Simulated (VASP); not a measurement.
Set up this calculation in VASP 6.6.1, as the native input.

* Task: dielectric tensor
* Functional: r2SCAN
* Potentials or basis: VASP PAW PBE potentials, release 64 (Zn, S)
* Cutoff: 520 eV
* k mesh: 6 × 6 × 6
* Occupations: gaussian, width 0.01 eV
* Spin: no spin polarisation
* Dipole correction: no
* Further INCAR settings: ALGO = Normal; EDIFF = 1e-08

The structure of ZnS lies in POSCAR:

```
ZnS
1.0
    0.0000000000      2.6940858315      2.6940858315
    2.6940858315      0.0000000000      2.6940858315
    2.6940858315      2.6940858315      0.0000000000
Zn S
1 1
Direct
    0.0000000000      0.0000000000      0.0000000000
    0.2500000000      0.2500000000      0.2500000000
```

One way to write it, as run:

INCAR

```
SYSTEM = ZnS
PREC = Accurate
ENCUT = 520
EDIFF = 1E-8
ISMEAR = 0
SIGMA = 0.01
LREAL = .False.
LASPH = .True.
NELM = 100
ALGO = Normal
ISIF = 2
LWAVE = .False.
LCHARG = .False.
METAGGA = R2SCAN
LMIXTAU = .True.
LCALCEPS = .True.
```

KPOINTS

```
regular mesh
0
Gamma
  6 6 6
  0 0 0
```

Potentials or basis: VASP PAW PBE potentials, release 64 (Zn, S).

Command:

```bash
$ cat potpaw_PBE.64/Zn/POTCAR potpaw_PBE.64/S/POTCAR > POTCAR
$ mpirun -np 1 vasp_std > vasp.out
```

Results of the run:

```json
{
  "Band gap on the k mesh": "2.72 eV",
  "Electronic dielectric tensor (diagonal)": "5.34",
  "Born charges (mean of the diagonal)": "Zn +1.99; S -1.99 e"
}
```

Wall time 27 min on 1 thread of Intel(R) Xeon(R) Platinum 8259CL CPU @ 2.50GHz (Skylake/Cascade Lake) (shared host), peak memory 0.29 GiB.
